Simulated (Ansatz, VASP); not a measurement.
Sn in VASP and in Ansatz

Contents of INCAR:

```
PREC = Accurate ; ENCUT = 520
EDIFF = 1E-6 ; ISMEAR = -1
SIGMA = 0.1 ; LREAL = False
LASPH = True ; NELM = 60
ALGO = Normal ; ISIF = 2
LWAVE = False ; LCHARG = False
GGA = PE ; NBANDS = 13
```

KPOINTS

```
Automatic mesh
0
Gamma
  14 14 14
```

POSCAR

```
Sn
1.0
   -1.8386710280      1.8386710280      1.8386710280
    1.8386710280     -1.8386710280      1.8386710280
    1.8386710280      1.8386710280     -1.8386710280
Sn
1
Direct
    0.0000000000      0.0000000000      0.0000000000
```

Input for Ansatz:

```yaml
crystal:
  lattice:
    - [-1.838671028, 1.838671028, 1.838671028]
    - [1.838671028, -1.838671028, 1.838671028]
    - [1.838671028, 1.838671028, -1.838671028]
  atoms:
    - { symbol: Sn, position: [0.0, 0.0, 0.0] }
kpoints:
  mp_grid: { grid: [14, 14, 14] }
scf:
  occupations: { method: fermi_dirac, width: 0.1 }
hamiltonian:
  xc: pbe
  pseudopotentials: { kind: paw }
output:
  forces: true
  stress: true
  eigenvalues: true
  populations: true
  write_density: true
  write_potential: true
  elf: true
  volumetric_format: npy
```

Change from the starting cell: volume scaled by 0.9, PAW files.

Alike in both runs: task single point; functional PBE; k mesh 14 × 14 × 14; occupations fermi-dirac, width 0.1 eV; no spin polarisation.

|  | VASP | Ansatz |
| --- | --- | --- |
| version | VASP 6.6.1 | Ansatz 0.2.0 |
| potentials or method | VASP PAW PBE potentials, release 64 (Sn_d) | PAW with Ansatz's default frozen-core files, scalar-relativistic |
| plane-wave cutoff (eV) | 520 | 420 |
| valence electrons in the cell | 14 | 14 |

|  | VASP | Ansatz | Ansatz less VASP |
| --- | --- | --- | --- |
| pressure (GPa) | 6.4 | 6.5 | +0.03 |

With one functional, cell and mesh, what is left measures potentials, basis and numerics.
